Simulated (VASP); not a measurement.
Write the native input for VASP 6.6.1 that does the following.

```
Task                   : single point
Functional             : BLYP
Potentials or basis    : VASP PAW PBE potentials, release 64 (Sn_d, Te)
Cutoff                 : 520 eV
k mesh                 : 5 × 5 × 5, shifted
Occupations            : fermi-dirac, width 0.05 eV
Spin                   : no spin polarisation
Dipole correction      : no
Further INCAR settings : ALGO = Normal; EDIFF = 1e-06; NBANDS = 17; ISYM = 0
```

The structure of SnTe lies in POSCAR:

```
SnTe
1.0
    0.0000000000      3.6111460000      3.6111460000
    3.6111460000      0.0000000000      3.6111460000
    3.6111460000      3.6111460000      0.0000000000
Sn Te
1 1
Direct
    0.0000000000      0.0000000000      0.0000000000
    0.7500000000      0.7500000000      0.7500000000
```

One way to write it, as run:

INCAR

```
SYSTEM = SnTe
AGGAC    = 1.0          
AGGAX    = 1.0          
ALDAC    = 0.0          
ALDAX    = 1.0          
ALGO     = Normal         ! electronic algorithm
EDIFF    = 1E-6           ! SCF threshold, eV
ENCUT    = 520            ! plane-wave cutoff, eV
GGA      = B5             ! functional
ISIF     = 2              ! what is computed and relaxed
ISMEAR   = -1             ! smearing method
ISYM     = 0            
LASPH    = .True.         ! aspherical terms in the spheres
LCHARG   = .True.         ! write CHGCAR
LELF     = .True.         ! ELF
LREAL    = .False.        ! projectors in reciprocal space
LVHAR    = .True.       
LWAVE    = .False.        ! write WAVECAR
NBANDS   = 17             ! bands
NELM     = 100            ! most SCF steps
PREC     = Accurate       ! precision mode
SIGMA    = 0.05           ! smearing width, eV
```

KPOINTS

```
Automatic mesh
0
Gamma
  5 5 5
  0.5 0.5 0.5
```

Potentials or basis: VASP PAW PBE potentials, release 64 (Sn_d, Te).

Launch:

```bash
$ cat potpaw_PBE.64/Sn_d/POTCAR potpaw_PBE.64/Te/POTCAR > POTCAR
$ mpirun -np 1 vasp_std > vasp.out
```

Results of the run:

```
Pressure               : 1.6 GPa
Band gap on the k mesh : 0.47 eV, indirect (least direct gap 0.90 eV)
```

Caveat: the PAW data sets were made with another functional, which shifts forces and pressure a little; spin-orbit coupling is left out, which moves the levels of the heavy elements.

It took 6.6 min on 1 thread of Intel(R) Xeon(R) Platinum 8259CL CPU @ 2.50GHz (Skylake/Cascade Lake) (shared host), peak memory 0.55 GiB.
